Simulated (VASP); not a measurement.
A run of VASP 6.6.1 is set up as follows.

Contents of INCAR:

```
SYSTEM = TaAs
ALGO = Normal
EDIFF = 1E-6
ENCUT = 520
GGA = PS
ISIF = 2
ISMEAR = 0
LASPH = .TRUE.
LCHARG = .FALSE.
LREAL = .FALSE.
LWAVE = .FALSE.
NBANDS = 15
NELM = 80
PREC = Accurate
SIGMA = 0.05
```

KPOINTS

```
k-points
0
G
  10 10 10
  0 0 0
```

Contents of POSCAR:

```
TaAs
1.0
    0.0000000000      2.6358728992      2.6358728992
    2.6358728992      0.0000000000      2.6358728992
    2.6358728992      2.6358728992      0.0000000000
Ta As
1 1
Direct
    0.5000000000      0.5000000000      0.5000000000
    0.0000000000      0.0000000000      0.0000000000
```

Potentials or basis: VASP PAW PBE potentials, release 64 (Ta_pv, As).

Run with:

```sh
$ cat potpaw_PBE.64/Ta_pv/POTCAR potpaw_PBE.64/As/POTCAR > POTCAR
$ mpirun -np 1 vasp_std > vasp.out
```

(1) What does it give for the pressure?

(2) What does it give for the band gap on the k mesh?

## Answers

(1) -5.6 GPa.

(2) zero (band 8 reaches 7.85 eV, above the bottom of band 9 at 5.72 eV).

Caveat: the PAW data sets were made with another functional, which shifts forces and pressure a little; spin-orbit coupling is left out, which moves the levels of the heavy elements.
